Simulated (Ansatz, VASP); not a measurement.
# Two plane-wave programs on SiC

```
Si C
1.0
     0.00000    2.23282    2.23282
     2.23282    0.00000    2.23282
     2.23282    2.23282    0.00000
Si C
1 1
Direct
  0.00000 0.00000 0.00000
  0.25000 0.25000 0.25000
```

Alike in both runs: task single point; functional PBE; k mesh 10 × 10 × 10; occupations gaussian, width 0.02 eV; no spin polarisation.

|  | VASP | Ansatz |
| --- | --- | --- |
| version | VASP 6.6.1 | Ansatz 0.2.0 |
| potentials or method | VASP PAW PBE potentials, release 64 (Si, C), cutoff 600 eV | scalar-relativistic, plane waves, PAW |
| valence electrons in the cell | 8 | 8 |

```tsv
	VASP	Ansatz	Ansatz less VASP
gap on the k mesh at the Fermi level (eV)	1.42	1.42	0.000
least direct gap on the mesh (eV)	4.46	4.47	+0.002
pressure (GPa)	-11.2	-11.0	+0.15
```
